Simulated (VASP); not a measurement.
# Ge (Fd-3m) in VASP: a series of runs

Runs on Ge. Level: PBE. Tasks: single point.

Everything below comes from runs of VASP 6.6.1. Logs are shortened: lines on timing, memory, paths and dates and some standing lists are left out, and cuts for length are marked.

### 1 The cell of the first run

Symmetry: Fd-3m, No. 227, cubic system. The conventional cell has a = 5.703 Å, b = 5.703 Å, c = 5.703 Å, α = 90.00°, β = 90.00°, γ = 90.00°. Within 3.3 Å of Ge (site symmetry -43m) lie 4 Ge at 2.47 Å.

### 2 Single point, PBE (volume scaled by 0.97)

Input file INCAR:

```
ALGO = Normal
EDIFF = 1E-6
ENCUT = 500
GGA = PE
GGA_COMPAT = F
ISIF = 2
ISMEAR = 0
LASPH = T
LCHARG = T
LELF = T
LREAL = F
LVHAR = T
LWAVE = F
NBANDS = 21
NELM = 120
PREC = Accurate
SIGMA = 0.1
```

Input file KPOINTS:

```
k-points
0
Gamma
  12 12 12
```

Input file POSCAR:

```
Ge
1.0
    0.0000000000      2.8514574344      2.8514574344
    2.8514574344      0.0000000000      2.8514574344
    2.8514574344      2.8514574344      0.0000000000
Ge
2
Direct
    0.0000000000      0.0000000000      0.0000000000
    0.2500000000      0.2500000000      0.2500000000
```

Potentials or basis: VASP PAW PBE potentials, release 64 (Ge_d).

Launch:

```bash
> cat potpaw_PBE.64/Ge_d/POTCAR > POTCAR
> mpirun -np 1 vasp_std > vasp.out
```

OUTCAR:

```text
EDIFF = 1E-6
   ENCUT = 500
   GGA = PE
   ISIF = 2
   ISMEAR = 0
   LASPH = T
   LREAL = F
   NELM = 120
   PREC = Accurate

 ion  position               nearest neighbor table
   1  0.000  0.000  0.000-   2 2.47   2 2.47   2 2.47   2 2.47
   2  0.250  0.250  0.250-   1 2.47   1 2.47   1 2.47   1 2.47

  LATTYP: Found a face centered cubic cell.
 ALAT       =     5.7029148688

  Lattice vectors:

 A1 = (   0.0000000000,   2.8514574344,   2.8514574344)
 A2 = (   2.8514574344,   0.0000000000,   2.8514574344)
 A3 = (   2.8514574344,   2.8514574344,   0.0000000000)

Analysis of symmetry for initial positions (statically):
=====================================================================
 Subroutine PRICEL returns:
 Original cell was already a primitive cell.

 Routine SETGRP: Setting up the symmetry group for a
 face centered cubic supercell.

 Subroutine GETGRP returns: Found 48 space group operations
 (whereof 24 operations were pure point group operations)
 out of a pool of 48 trial point group operations.

The static configuration has the point symmetry T_d .
 The point group associated with its full space group is O_h .

Analysis of symmetry for dynamics (positions and initial velocities):
=====================================================================
 Subroutine PRICEL returns:
 Original cell was already a primitive cell.

 Routine SETGRP: Setting up the symmetry group for a
 face centered cubic supercell.

 Subroutine GETGRP returns: Found 48 space group operations
 (whereof 24 operations were pure point group operations)
 out of a pool of 48 trial point group operations.

The dynamic configuration has the point symmetry T_d .
 The point group associated with its full space group is O_h .

 Subroutine INISYM returns: Found 48 space group operations
 (whereof 24 operations are pure point group operations),
 and found     1 'primitive' translations

----------------------------------------------------------------------------------------

                                     Primitive cell

  volume of cell :      46.3693

  direct lattice vectors                    reciprocal lattice vectors
     0.000000000  2.851457434  2.851457434    -0.175348926  0.175348926  0.175348926
     2.851457434  0.000000000  2.851457434     0.175348926 -0.175348926  0.175348926
     2.851457434  2.851457434  0.000000000     0.175348926  0.175348926 -0.175348926

  length of vectors
     4.032569776  4.032569776  4.032569776     0.303713250  0.303713250  0.303713250

  position of ions in fractional coordinates (direct lattice)
     0.000000000  0.000000000  0.000000000
     0.250000000  0.250000000  0.250000000

  ion indices of the primitive-cell ions
   primitive index   ion index
                 1           1
                 2           2

----------------------------------------------------------------------------------------

 KPOINTS: k-points

Automatic generation of k-mesh.
 Grid dimensions read from file:
 generate k-points for:   12   12   12

 Generating k-lattice:

  Cartesian coordinates                     Fractional coordinates (reciprocal lattice)
    -0.014612411  0.014612411  0.014612411     0.083333333  0.000000000  0.000000000
     0.014612411 -0.014612411  0.014612411     0.000000000  0.083333333  0.000000000
     0.014612411  0.014612411 -0.014612411     0.000000000  0.000000000  0.083333333

  Length of vectors
     0.025309437  0.025309437  0.025309437

  Shift w.r.t. Gamma in fractional coordinates (k-lattice)
     0.000000000  0.000000000  0.000000000

 Subroutine IBZKPT returns following result:
 ===========================================

 Found     72 irreducible k-points:

 Following reciprocal coordinates:
            Coordinates               Weight
  0.000000  0.000000  0.000000      1.000000
  0.083333  0.000000  0.000000      8.000000
  0.166667  0.000000  0.000000      8.000000
  0.250000  0.000000  0.000000      8.000000
  0.333333  0.000000  0.000000      8.000000
  0.416667  0.000000  0.000000      8.000000
[... 16 lines left out ...]
  0.500000  0.166667  0.000000     24.000000
 -0.416667  0.166667  0.000000     24.000000
 [... further k-points ...]
   k-points           NKPTS =     72   k-points in BZ     NKDIM =     72   number of bands    NBANDS=     21
   number of dos      NEDOS =    301   number of ions     NIONS =      2
   total plane-waves  NPLWV =  27000
   dimension x,y,z NGX =    30 NGY =   30 NGZ =   30
   dimension x,y,z NGXF=    60 NGYF=   60 NGZF=   60
   ions per type =               2
   NGX,Y,Z   is equivalent  to a cutoff of  12.37, 12.37, 12.37 a.u.
   NGXF,Y,Z  is equivalent  to a cutoff of  24.74, 24.74, 24.74 a.u.
 SYSTEM =  unknown system
   PREC   = accura    normal or accurate (medium, high low for compatibility)
   ISTART =      0    job   : 0-new  1-cont  2-samecut
   ICHARG =      2    charge: 1-file 2-atom 10-const
   ISPIN  =      1    spin polarized calculation?
   LNONCOLLINEAR =      F non collinear calculations
   LSORBIT =      F    spin-orbit coupling
   LASPH  =      T    aspherical Exc in radial PAW
   ENCUT  =  500.0 eV  36.75 Ry    6.06 a.u.   7.35  7.35  7.35*2*pi/ulx,y,z
   NELM   =    120;   NELMIN=  2; NELMDL= -5     # of ELM steps
   EDIFF  = 0.1E-05   stopping-criterion for ELM
   LREAL  =      F    real-space projection
   EDIFFG = 0.1E-04   stopping-criterion for IOM
   NSW    =      0    number of steps for IOM
   IBRION =     -1    ionic relax: 0-MD 1-quasi-New 2-CG
   NFREE  =      0    steps in history (QN), initial steepest desc. (CG)
   ISIF   =      2    stress and relaxation
   ISYM   =      2    0-nonsym 1-usesym 2-fastsym
   POTIM  = 0.5000    time-step for ionic-motion
   TEBEG  =    0.0;   TEEND  =   0.0 temperature during run
   PSTRESS=    0.0 pullay stress
   NELECT =      28.0000    total number of electrons
   NUPDOWN=      -1.0000    fix difference up-down
   EMIN   =  10.00;   EMAX   =-10.00  energy-range for DOS
   EFERMI =   0.00;   METHOD = LEGACY
   ISMEAR =     0;   SIGMA  =   0.10  broadening in eV -4-tet -1-fermi 0-gaus
   EFERMI_NEDOS =   21; number of points for ismear=-14 and -15
   IALGO  =     38    algorithm
   IMIX   =      4    mixing-type and parameters
     AMIX     =   0.40;   BMIX     =  1.00
     AMIX_MAG =   1.60;   BMIX_MAG =  1.00
  volume/ion in A,a.u.               =      23.18       156.46
  Fermi-wavevector in a.u.,A,eV,Ry     =   1.383728  2.614866 26.051105  1.914702
  Thomas-Fermi vector in A             =   2.508298
   LORBIT       =      0    0 simple, 1 ext, 2 COOP (PROOUT), +10 PAW based schemes
   GGA     = PE    functional components
   LHFCALC =     F    Hartree Fock is set to
   AEXX    =    0.0000 exact exchange contribution
   IVDW    =     0    specifies the selected vdW correction
   LEPSILON=     F    determine dielectric tensor
   LRPA    =     F    only Hartree local field effects (RPA)
 non-spin polarized calculation
 Gauss-broadening in eV      SIGMA  =   0.10
  energy-cutoff  :      500.00
  volume of cell :       46.37
 maximum number of plane-waves:      1243
 NGX is ok and might be reduce to    30
   NGX = 15   NGY = 15   NGZ = 15

 number of electron      28.0000002 magnetization

 Free energy of the ion-electron system (eV)
  ---------------------------------------------------
  ext. energy  EPLUGINS =         0.00000000
  ---------------------------------------------------
  free energy    TOTEN  =        -9.02741317 eV

  energy without entropy =       -9.02720175  energy(sigma->0) =       -9.02730746

 E-fermi :   4.7771     XC(G=0):  -9.8123

 val. band max:        4.7624388097   @ k =   0.0000   0.0000   0.0000
 cond. band min:       4.8754701632   @ k =   0.5000   0.0000   0.0000
 fundamental gap:      0.1130313535
 Fermi energy:         4.7770649778

 k-point     1 :       0.0000    0.0000    0.0000
  band No.  band energies     occupation
      1     -20.0206      2.00000
      2     -20.0206      2.00000
      3     -20.0206      2.00000
      4     -19.9862      2.00000
      5     -19.9862      2.00000
      6     -19.7882      2.00000
[... 13 lines left out ...]
     20      14.1820      0.00000
     21      14.1820      0.00000

 k-point     2 :       0.0833    0.0000    0.0000
  band No.  band energies     occupation
      1     -20.0245      2.00000
      2     -20.0245      2.00000
      3     -20.0195      2.00000
      4     -19.9808      2.00000
      5     -19.9808      2.00000
      6     -19.7948      2.00000
[... 13 lines left out ...]
     20      13.6315      0.00000
     21      13.6315      0.00000

 k-point     3 :       0.1667    0.0000    0.0000
  band No.  band energies     occupation
      1     -20.0317      2.00000
      2     -20.0317      2.00000
      3     -20.0164      2.00000
      4     -19.9699      2.00000
      5     -19.9699      2.00000
      6     -19.8046      2.00000
[... 13 lines left out ...]
     20      13.0834      0.00000
     21      13.0834      0.00000

 k-point     4 :       0.2500    0.0000    0.0000
  band No.  band energies     occupation
      1     -20.0376      2.00000
      2     -20.0376      2.00000
      3     -20.0123      2.00000
      4     -19.9595      2.00000
      5     -19.9595      2.00000
      6     -19.8128      2.00000
[... 13 lines left out ...]
     20      13.0589      0.00000
     21      13.0589      0.00000

 k-point     5 :       0.3333    0.0000    0.0000
  band No.  band energies     occupation
      1     -20.0413      2.00000
      2     -20.0413      2.00000
      3     -20.0081      2.00000
      4     -19.9520      2.00000
      5     -19.9519      2.00000
      6     -19.8182      2.00000
[... 13 lines left out ...]
     20      13.6797      0.00000
     21      13.6797      0.00000
[... 382 lines left out ...]
     20      14.4044      0.00000
     21      14.9694      0.00000

 k-point    22 :       0.4167    0.1667    0.0000
  band No.  band energies     occupation
      1     -20.0553      2.00000
      2     -20.0436      2.00000
      3     -19.9982      2.00000
      4     -19.9426      2.00000
      5     -19.9232      2.00000
      6     -19.8616      2.00000
[... 13 lines left out ...]
     20      14.7954      0.00000
     21      15.8210      0.00000

 k-point    23 :       0.5000    0.1667    0.0000
  band No.  band energies     occupation
      1     -20.0591      2.00000
      2     -20.0469      2.00000
      3     -19.9881      2.00000
      4     -19.9344      2.00000
      5     -19.9265      2.00000
      6     -19.8552      2.00000
[... 13 lines left out ...]
     20      15.6302      0.00000
     21      15.8855      0.00000

 k-point    24 :      -0.4167    0.1667    0.0000
  band No.  band energies     occupation
      1     -20.0593      2.00000
      2     -20.0491      2.00000
      3     -19.9827      2.00000
      4     -19.9351      2.00000
      5     -19.9284      2.00000
      6     -19.8425      2.00000
[... 13 lines left out ...]
     20      14.3626      0.00000
     21      15.0029      0.00000

 [... further k-points ...]
[... 5 lines left out ...]
  --------------------------------------------------------------------------------------
  -------------------------------------------------------------------------------------
  Total        0.5168066      0.5168066      0.5168066     -0.0000000      0.0000000     -0.0000000
  in kB       17.8569788     17.8569788     17.8569788     -0.0000000      0.0000000     -0.0000000
  external PRESSURE =      17.8569788 kB  Pullay stress =       0.0000000 kB

 VOLUME and BASIS-vectors are now :
 -----------------------------------------------------------------------------
  energy-cutoff  :      500.00
  volume of cell :       46.37
      direct lattice vectors                 reciprocal lattice vectors
     0.000000000  2.851457434  2.851457434    -0.175348926  0.175348926  0.175348926
     2.851457434  0.000000000  2.851457434     0.175348926 -0.175348926  0.175348926
     2.851457434  2.851457434  0.000000000     0.175348926  0.175348926 -0.175348926

 POSITION                                       TOTAL-FORCE (eV/Angst)
 -----------------------------------------------------------------------------------
      0.00000      0.00000      0.00000         0.000000      0.000000      0.000000
      1.42573      1.42573      1.42573        -0.000000     -0.000000     -0.000000
 -----------------------------------------------------------------------------------
    total drift:                                0.000000     -0.000000      0.000000

  FREE ENERGIE OF THE ION-ELECTRON SYSTEM (eV)
  ---------------------------------------------------
  free  energy   TOTEN  =        -9.0274131655 eV

  energy  without entropy=       -9.0272017478  energy(sigma->0) =       -9.02730746
```

It took 2 min on 1 thread of AMD EPYC 7R13, shared host; peak memory 0.17 GiB.

Results:

| Property | Result |
| --- | --- |
| Free energy | -9.0274 eV |
| Pressure | 1.8 GPa |
| Band gap on the k mesh | zero (filled and empty bands touch) |

### 3 Single point, PBE (volume scaled by 1.03)

Input file INCAR:

```
SYSTEM = Ge
PREC = Accurate ; ENCUT = 500
EDIFF = 1E-6 ; ISMEAR = 0
SIGMA = 0.1 ; LREAL = .FALSE.
LASPH = .TRUE. ; NELM = 120
ALGO = Normal ; ISIF = 2
LWAVE = .FALSE. ; LCHARG = .FALSE.
GGA = PE ; NBANDS = 21
GGA_COMPAT = .FALSE.
```

Input file KPOINTS:

```
Automatic mesh
0
G
  12 12 12
  0 0 0
```

Input file POSCAR:

```
Ge
1.0
    0.0000000000      2.9090781594      2.9090781594
    2.9090781594      0.0000000000      2.9090781594
    2.9090781594      2.9090781594      0.0000000000
Ge
2
Direct
    0.0000000000      0.0000000000      0.0000000000
    0.2500000000      0.2500000000      0.2500000000
```

Potentials or basis: VASP PAW PBE potentials, release 64 (Ge_d).

Launch:

```bash
> cat potpaw_PBE.64/Ge_d/POTCAR > POTCAR
> mpirun -np 1 vasp_std > vasp.out
```

It took 2 min on 1 thread of AMD EPYC 7R13, shared host; peak memory 0.17 GiB.

Results (log left out):

- Free energy: -9.0284 eV
- Pressure: -1.7 GPa
- Band gap on the k mesh: zero (band 14 reaches 4.21 eV, above the bottom of band 15 at 4.15 eV)

Levels at points of the mesh, in eV from the Fermi level:
```
           k point  band 11  band 12  band 13  band 14  band 15  band 16  band 17  band 18
(0.00, 0.00, 0.00)   -12.11    -0.65     0.05     0.05     0.05     2.57     2.57     2.57
(0.50, 0.00, 0.00)   -10.22    -7.19    -1.23    -1.23     0.00     3.75     3.75     7.13
(0.50, 0.50, 0.00)    -8.53    -8.53    -2.74    -2.74     0.90     0.90     8.89     8.89
```

### 4 Single point, PBE (volume scaled by 1.06)

Input file INCAR:

```
  ALGO = Normal
  EDIFF = 1E-6
  ENCUT = 500
  GGA = PE
  GGA_COMPAT = F
  ISIF = 2
  ISMEAR = 0
  LASPH = T
  LCHARG = F
  LREAL = F
  LWAVE = F
  NBANDS = 21
  NELM = 120
  PREC = Accurate
  SIGMA = 0.1
```

Input file KPOINTS:

```
k-points
0
Gamma
  12 12 12
```

Input file POSCAR:

```
Ge
1.0
    0.0000000000      2.9370517809      2.9370517809
    2.9370517809      0.0000000000      2.9370517809
    2.9370517809      2.9370517809      0.0000000000
Ge
2
Direct
    0.0000000000      0.0000000000      0.0000000000
    0.2500000000      0.2500000000      0.2500000000
```

Launch:

```bash
> cat potpaw_PBE.64/Ge_d/POTCAR > POTCAR
> mpirun -np 1 vasp_std > vasp.out
```

Wall time 2.2 min (1 thread of AMD EPYC 7R13, shared host); peak memory 0.17 GiB.

It converged, with:

```
Free energy            : -9.0078 eV
Pressure               : -3.0 GPa
Band gap on the k mesh : zero (band 14 reaches 3.96 eV, above the bottom of band 15 at 3.82 eV)
```

Levels at points of the mesh, in eV from the Fermi level:
```tsv
k point	band 11	band 12	band 13	band 14	band 15	band 16	band 17	band 18
(0.00, 0.00, 0.00)	-11.88	-0.87	0.08	0.08	0.08	2.58	2.58	2.58
(0.50, 0.00, 0.00)	-10.06	-7.05	-1.16	-1.16	-0.05	3.76	3.76	7.13
(0.50, 0.50, 0.00)	-8.41	-8.41	-2.62	-2.62	0.96	0.96	8.69	8.69
```

### 5 Single point, PBE (volume scaled by 1.09)

Input file INCAR:

```
ALGO = Normal
EDIFF = 1E-6
ENCUT = 500
GGA = PE
GGA_COMPAT = False
ISIF = 2
ISMEAR = 0
LASPH = True
LCHARG = False
LREAL = False
LWAVE = False
NBANDS = 21
NELM = 120
PREC = Accurate
SIGMA = 0.1
```

KPOINTS is that of step 4.

Input file POSCAR:

```
Ge
1.0
    0.0000000000      2.9645024540      2.9645024540
    2.9645024540      0.0000000000      2.9645024540
    2.9645024540      2.9645024540      0.0000000000
Ge
2
Direct
    0.0000000000      0.0000000000      0.0000000000
    0.2500000000      0.2500000000      0.2500000000
```

Launch:

```bash
> cat potpaw_PBE.64/Ge_d/POTCAR > POTCAR
> mpirun -np 1 vasp_std > vasp.out
```

It took 2.2 min on 1 thread of AMD EPYC 7R13, shared host; peak memory 0.17 GiB.

It converged, with:

| Property | Result |
| --- | --- |
| Free energy | -8.9763 eV |
| Pressure | -4.1 GPa |
| Band gap on the k mesh | zero (band 14 reaches 3.72 eV, above the bottom of band 15 at 3.52 eV) |

Levels at points of the mesh, in eV from the Fermi level:
```
           k point  band 12  band 13  band 14  band 15  band 16  band 17
(0.00, 0.00, 0.00)    -1.08     0.10     0.10     0.10     2.58     2.58
(0.50, 0.00, 0.00)    -6.94    -1.10    -1.10    -0.10     3.75     3.75
(0.50, 0.50, 0.00)    -8.31    -2.52    -2.52     1.00     1.00     8.49
```

### 6 Summary

| cell | gap on the mesh (eV) | pressure (GPa) |
| --- | --- | --- |
| a = 4.033 Å, angles 60.0°, 2 atoms | none | 1.8 |
| a = 4.114 Å, angles 60.0°, 2 atoms | none | -1.7 |
| a = 4.154 Å, angles 60.0°, 2 atoms | none | -3.0 |
| a = 4.192 Å, angles 60.0°, 2 atoms | none | -4.1 |

Alike in all rows: task single point; level PBE; potentials or basis VASP PAW PBE potentials, release 64 (Ge_d); no spin polarisation; k mesh 12 × 12 × 12; cutoff (eV) 500; smearing gaussian 0.1 eV.

Absolute energies hang on the potentials; compare differences alone.
